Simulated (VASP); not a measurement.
## Ti: single point with PBE

Ti:

```
Ti
1.0
     0.00000    2.13501    2.13501
     2.13501    0.00000    2.13501
     2.13501    2.13501    0.00000
Ti
1
Direct
  0.00000 0.00000 0.00000
```

This isn't the form of Ti at room conditions, which is hcp.

* Program: VASP 6.6.1
* Task: single point
* Functional: PBE
* Potentials or basis: VASP PAW PBE potentials, release 64 (Ti_sv)
* Cutoff: 520 eV
* k mesh: 20 × 20 × 20
* Occupations: gaussian, width 0.15 eV
* Spin: no spin polarisation
* Dipole correction: no
* Further INCAR settings: ALGO = Fast; EDIFF = 1e-06; NBANDS = 12

| Item | Value |
| --- | --- |
| Pressure | -10.0 GPa |
| Band gap on the k mesh | zero (bands 6 and 7 overlap by 1.14 eV) |

Levels at points of the mesh, in eV from the Fermi level:
```csv
k point,band 3,band 4,band 5,band 6,band 7,band 8,band 9,band 10
"(0.00, 0.00, 0.00)",-32.88,-32.88,-5.80,0.79,0.79,0.79,2.19,2.19
"(0.50, 0.00, 0.00)",-32.94,-32.94,-2.34,0.41,0.71,0.71,3.09,3.09
"(0.50, 0.50, 0.00)",-33.05,-33.05,-2.20,-1.43,2.39,3.09,3.32,3.32
```

Wall time 52 s on 1 thread of AMD EPYC 9R45 96-Core Processor (Zen 5) (shared host), peak memory 0.15 GiB.

Caveat: the cell stands under tension.
